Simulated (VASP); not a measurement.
# CdSe (P6_3mc) in VASP: single point with PBE

Aim: the single point of CdSe with PBE.

Program: VASP 6.6.1. These are calculated values, not measurements. Logs are shortened: lines on timing, memory, paths and dates and some standing lists are left out, and cuts for length are marked.

**1. The cell of the first run**

It takes space group P6_3mc (No. 186, hexagonal). The conventional cell has a = 4.268 Å, b = 4.268 Å, c = 6.337 Å, α = 90.00°, β = 90.00°, γ = 120.00°. Within 3.3 Å of Cd (site symmetry 3m) lie 4 Se at 2.50 to 2.55 Å. Se (site symmetry 3m) has 4 Cd at 2.50 to 2.55 Å within 3.3 Å.

**2. Single point, PBE (S replaced by Se, lengths x 1.036, strained)**

The input, INCAR:

```
SYSTEM = CdSe
PREC = Accurate ; ENCUT = 520
EDIFF = 1E-6 ; ISMEAR = 0
SIGMA = 0.02 ; LREAL = .False.
LASPH = .True. ; NELM = 80
ALGO = Normal ; ISIF = 2
LWAVE = .False. ; LCHARG = .False.
GGA = PE ; NBANDS = 26
```

The input, KPOINTS:

```
regular mesh
0
Gamma
  9 9 4
  0 0 0
```

The input, POSCAR:

```
CdSe
1.0
    4.2681409979      0.0000000000      0.0000000000
   -2.1340704989      3.6963185311      0.0000000000
    0.0000000000      0.0000000000      6.3372817272
Cd Se
2 2
Direct
    0.3333333333      0.6666666667     -0.0044451030
    0.6666666667      0.3333333333      0.4955548970
    0.3333333333      0.6666666667      0.3894451030
    0.6666666667      0.3333333333      0.8894451030
```

Potentials or basis: VASP PAW PBE potentials, release 64 (Cd, Se).

On the command line:

```
$ cat potpaw_PBE.64/Cd/POTCAR potpaw_PBE.64/Se/POTCAR > POTCAR
$ mpirun -np 1 vasp_std > vasp.out
```

OUTCAR:

```text
SYSTEM = CdSe
   PREC = Accurate
   ENCUT = 520
   EDIFF = 1E-6
   ISMEAR = 0
   LREAL = .False.
   LASPH = .True.
   NELM = 80
   ISIF = 2
   GGA = PE

 ion  position               nearest neighbor table
   1  0.333  0.667  0.996-   3 2.50   4 2.55   4 2.55   4 2.55
   2  0.667  0.333  0.496-   4 2.50   3 2.55   3 2.55   3 2.55
   3  0.333  0.667  0.389-   1 2.50   2 2.55   2 2.55   2 2.55
   4  0.667  0.333  0.889-   2 2.50   1 2.55   1 2.55   1 2.55

  LATTYP: Found a hexagonal cell.
 ALAT       =     4.2681409979
 C/A-ratio  =     1.4847873419

  Lattice vectors:

 A1 = (   4.2681409979,   0.0000000000,   0.0000000000)
 A2 = (  -2.1340704989,   3.6963185311,   0.0000000000)
 A3 = (   0.0000000000,   0.0000000000,   6.3372817272)

Analysis of symmetry for initial positions (statically):
=====================================================================
 Subroutine PRICEL returns:
 Original cell was already a primitive cell.

 Routine SETGRP: Setting up the symmetry group for a
 hexagonal supercell.

 Subroutine GETGRP returns: Found 12 space group operations
 (whereof  6 operations were pure point group operations)
 out of a pool of 24 trial point group operations.

The static configuration has the point symmetry C_3v.
 The point group associated with its full space group is C_6v.

Analysis of symmetry for dynamics (positions and initial velocities):
=====================================================================
 Subroutine PRICEL returns:
 Original cell was already a primitive cell.

 Routine SETGRP: Setting up the symmetry group for a
 hexagonal supercell.

 Subroutine GETGRP returns: Found 12 space group operations
 (whereof  6 operations were pure point group operations)
 out of a pool of 24 trial point group operations.

The dynamic configuration has the point symmetry C_3v.
 The point group associated with its full space group is C_6v.

 Subroutine INISYM returns: Found 12 space group operations
 (whereof  6 operations are pure point group operations),
 and found     1 'primitive' translations

----------------------------------------------------------------------------------------

                                     Primitive cell

  volume of cell :      99.9795

  direct lattice vectors                    reciprocal lattice vectors
     4.268140998  0.000000000  0.000000000     0.234294041  0.135269727  0.000000000
    -2.134070499  3.696318531  0.000000000     0.000000000  0.270539455  0.000000000
     0.000000000  0.000000000  6.337281727     0.000000000  0.000000000  0.157796362

  length of vectors
     4.268140998  4.268140998  6.337281727     0.270539455  0.270539455  0.157796362

  position of ions in fractional coordinates (direct lattice)
     0.333333333  0.666666667  0.995554897
     0.666666667  0.333333333  0.495554897
     0.333333333  0.666666667  0.389445103
     0.666666667  0.333333333  0.889445103

  ion indices of the primitive-cell ions
   primitive index   ion index
                 1           1
                 2           2
                 3           3
                 4           4

----------------------------------------------------------------------------------------

 KPOINTS: regular mesh

Automatic generation of k-mesh.
 Grid dimensions read from file:
 generate k-points for:    9    9    4

 Generating k-lattice:

  Cartesian coordinates                     Fractional coordinates (reciprocal lattice)
     0.026032671  0.015029970  0.000000000     0.111111111  0.000000000  0.000000000
     0.000000000  0.030059939  0.000000000     0.000000000  0.111111111  0.000000000
     0.000000000  0.000000000  0.039449090     0.000000000  0.000000000  0.250000000

  Length of vectors
     0.030059939  0.030059939  0.039449090

  Shift w.r.t. Gamma in fractional coordinates (k-lattice)
     0.000000000  0.000000000  0.000000000

 Subroutine IBZKPT returns following result:
 ===========================================

 Found     36 irreducible k-points:

 Following reciprocal coordinates:
            Coordinates               Weight
  0.000000  0.000000  0.000000      1.000000
  0.111111  0.000000  0.000000      6.000000
  0.222222  0.000000  0.000000      6.000000
  0.333333  0.000000  0.000000      6.000000
  0.444444  0.000000  0.000000      6.000000
  0.111111  0.111111  0.000000      6.000000
[... 16 lines left out ...]
  0.333333  0.222222  0.250000     24.000000
  0.333333  0.333333  0.250000      4.000000
 [... further k-points ...]
   k-points           NKPTS =     36   k-points in BZ     NKDIM =     36   number of bands    NBANDS=     26
   number of dos      NEDOS =    301   number of ions     NIONS =      4
   total plane-waves  NPLWV =  49152
   dimension x,y,z NGX =    32 NGY =   32 NGZ =   48
   dimension x,y,z NGXF=    64 NGYF=   64 NGZF=   96
   ions per type =               2   2
   NGX,Y,Z   is equivalent  to a cutoff of  12.46, 12.46, 12.59 a.u.
   NGXF,Y,Z  is equivalent  to a cutoff of  24.93, 24.93, 25.18 a.u.
 SYSTEM =  CdSe
   PREC   = accura    normal or accurate (medium, high low for compatibility)
   ISTART =      0    job   : 0-new  1-cont  2-samecut
   ICHARG =      2    charge: 1-file 2-atom 10-const
   ISPIN  =      1    spin polarized calculation?
   LNONCOLLINEAR =      F non collinear calculations
   LSORBIT =      F    spin-orbit coupling
   LASPH  =      T    aspherical Exc in radial PAW
   ENCUT  =  520.0 eV  38.22 Ry    6.18 a.u.   7.94  7.94 11.78*2*pi/ulx,y,z
   NELM   =     80;   NELMIN=  2; NELMDL= -5     # of ELM steps
   EDIFF  = 0.1E-05   stopping-criterion for ELM
   LREAL  =      F    real-space projection
   EDIFFG = 0.1E-04   stopping-criterion for IOM
   NSW    =      0    number of steps for IOM
   IBRION =     -1    ionic relax: 0-MD 1-quasi-New 2-CG
   NFREE  =      0    steps in history (QN), initial steepest desc. (CG)
   ISIF   =      2    stress and relaxation
   ISYM   =      2    0-nonsym 1-usesym 2-fastsym
   POTIM  = 0.5000    time-step for ionic-motion
   TEBEG  =    0.0;   TEEND  =   0.0 temperature during run
   PSTRESS=    0.0 pullay stress
   NELECT =      36.0000    total number of electrons
   NUPDOWN=      -1.0000    fix difference up-down
   EMIN   =  10.00;   EMAX   =-10.00  energy-range for DOS
   EFERMI =   0.00;   METHOD = LEGACY
   ISMEAR =     0;   SIGMA  =   0.02  broadening in eV -4-tet -1-fermi 0-gaus
   EFERMI_NEDOS =   21; number of points for ismear=-14 and -15
   IALGO  =     38    algorithm
   IMIX   =      4    mixing-type and parameters
     AMIX     =   0.40;   BMIX     =  1.00
     AMIX_MAG =   1.60;   BMIX_MAG =  1.00
  volume/ion in A,a.u.               =      24.99       168.67
  Fermi-wavevector in a.u.,A,eV,Ry     =   1.164676  2.200919 18.455910  1.356471
  Thomas-Fermi vector in A             =   2.301211
   LORBIT       =      0    0 simple, 1 ext, 2 COOP (PROOUT), +10 PAW based schemes
   GGA     = PE    functional components
   LHFCALC =     F    Hartree Fock is set to
   AEXX    =    0.0000 exact exchange contribution
   IVDW    =     0    specifies the selected vdW correction
   LEPSILON=     F    determine dielectric tensor
   LRPA    =     F    only Hartree local field effects (RPA)
 non-spin polarized calculation
 Gauss-broadening in eV      SIGMA  =   0.02
  energy-cutoff  :      520.00
  volume of cell :       99.98
 maximum number of plane-waves:      2724
 NGX is ok and might be reduce to    32
   NGX = 15   NGY = 15   NGZ = 23

 number of electron      35.9999993 magnetization

 Free energy of the ion-electron system (eV)
  ---------------------------------------------------
  ext. energy  EPLUGINS =         0.00000000
  ---------------------------------------------------
  free energy    TOTEN  =       -10.28447405 eV

  energy without entropy =      -10.28447405  energy(sigma->0) =      -10.28447405

 E-fermi :   2.1629     XC(G=0):  -9.4268

 val. band max:        2.0187639813   @ k =   0.0000   0.0000   0.0000
 cond. band min:       2.8857547016   @ k =   0.0000   0.0000   0.0000
 fundamental gap:      0.8669907203
 Fermi energy:         2.1629310121

 k-point     1 :       0.0000    0.0000    0.0000
  band No.  band energies     occupation
      1     -11.3672      2.00000
      2     -10.7884      2.00000
      3      -6.4168      2.00000
      4      -6.4168      2.00000
      5      -6.3904      2.00000
      6      -6.3299      2.00000
[... 18 lines left out ...]
     25       9.2308      0.00000
     26      10.6678      0.00000

 k-point     2 :       0.1111    0.0000    0.0000
  band No.  band energies     occupation
      1     -11.3209      2.00000
      2     -10.7726      2.00000
      3      -6.4108      2.00000
      4      -6.3978      2.00000
      5      -6.3545      2.00000
      6      -6.3110      2.00000
[... 18 lines left out ...]
     25       9.3357      0.00000
     26      10.0602      0.00000

 k-point     3 :       0.2222    0.0000    0.0000
  band No.  band energies     occupation
      1     -11.1977      2.00000
      2     -10.7369      2.00000
      3      -6.3774      2.00000
      4      -6.3532      2.00000
      5      -6.2676      2.00000
      6      -6.2473      2.00000
[... 18 lines left out ...]
     25       9.8198      0.00000
     26      10.1025      0.00000

 k-point     4 :       0.3333    0.0000    0.0000
  band No.  band energies     occupation
      1     -11.0420      2.00000
      2     -10.7094      2.00000
      3      -6.3461      2.00000
      4      -6.3119      2.00000
      5      -6.1827      2.00000
      6      -6.1629      2.00000
[... 18 lines left out ...]
     25      10.2395      0.00000
     26      11.1821      0.00000
[... 496 lines left out ...]
      1     -10.9152      2.00000
      2     -10.7310      2.00000
      3      -6.3054      2.00000
      4      -6.2920      2.00000
      5      -6.2158      2.00000
      6      -6.1688      2.00000
[... 18 lines left out ...]
     25       9.7180      0.00000
     26      10.8809      0.00000

 k-point    23 :       0.3333    0.2222    0.2500
  band No.  band energies     occupation
      1     -10.8226      2.00000
      2     -10.7301      2.00000
      3      -6.2897      2.00000
      4      -6.2719      2.00000
      5      -6.2083      2.00000
      6      -6.1231      2.00000
[... 18 lines left out ...]
     25      10.1266      0.00000
     26      10.9413      0.00000

 k-point    24 :       0.3333    0.3333    0.2500
  band No.  band energies     occupation
      1     -10.7605      2.00000
      2     -10.7605      2.00000
      3      -6.2818      2.00000
      4      -6.2358      2.00000
      5      -6.2358      2.00000
      6      -6.1063      2.00000
[... 18 lines left out ...]
     25      10.6938      0.00000
     26      10.6938      0.00000

 [... further k-points ...]

------------------------ aborting loop because EDIFF is reached ----------------------------------------

  FORCE on cell =-STRESS in cart. coord.  units (eV):
  Direction    XX          YY          ZZ          XY          YZ          ZX
  --------------------------------------------------------------------------------------
  -------------------------------------------------------------------------------------
  Total        6.1677008      6.1677008     10.2900511      0.0000000      0.0000000      0.0000000
  in kB       98.8377193     98.8377193    164.8985941      0.0000000      0.0000000      0.0000000
  external PRESSURE =     120.8580109 kB  Pullay stress =       0.0000000 kB

 VOLUME and BASIS-vectors are now :
 -----------------------------------------------------------------------------
  energy-cutoff  :      520.00
  volume of cell :       99.98
      direct lattice vectors                 reciprocal lattice vectors
     4.268140998  0.000000000  0.000000000     0.234294041  0.135269727  0.000000000
    -2.134070499  3.696318531  0.000000000     0.000000000  0.270539455  0.000000000
     0.000000000  0.000000000  6.337281727     0.000000000  0.000000000  0.157796362

 POSITION                                       TOTAL-FORCE (eV/Angst)
 -----------------------------------------------------------------------------------
     -0.00000      2.46421      6.30911        -0.000000      0.000000     -0.485238
      2.13407      1.23211      3.14047         0.000000     -0.000000     -0.485238
     -0.00000      2.46421      2.46802        -0.000000      0.000000      0.485238
      2.13407      1.23211      5.63666        -0.000000      0.000000      0.485238
 -----------------------------------------------------------------------------------
    total drift:                               -0.000000      0.000000      0.001133

  FREE ENERGIE OF THE ION-ELECTRON SYSTEM (eV)
  ---------------------------------------------------
  free  energy   TOTEN  =       -10.2844740498 eV

  energy  without entropy=      -10.2844740498  energy(sigma->0) =      -10.28447405
```

Wall time 74 s (1 thread of Intel Xeon Platinum 8259CL at 2.50GHz (Skylake/Cascade Lake), shared host); peak memory 0.25 GiB.

What came out:

```yaml
Free_energy: -10.2845 eV
Pressure: 12.1 GPa
Largest_force: 0.485 eV/Å
Band_gap_on_the_k_mesh: 0.87 eV, direct
```

Forces in eV/Å, atoms in the order of the input:
```
Cd   0.000  0.000 -0.485
Cd   0.000  0.000 -0.485
Se   0.000  0.000  0.485
Se   0.000  0.000  0.485
```

Caveat: the cell differs from its parent crystal (S replaced by Se, lengths x 1.036, strained).
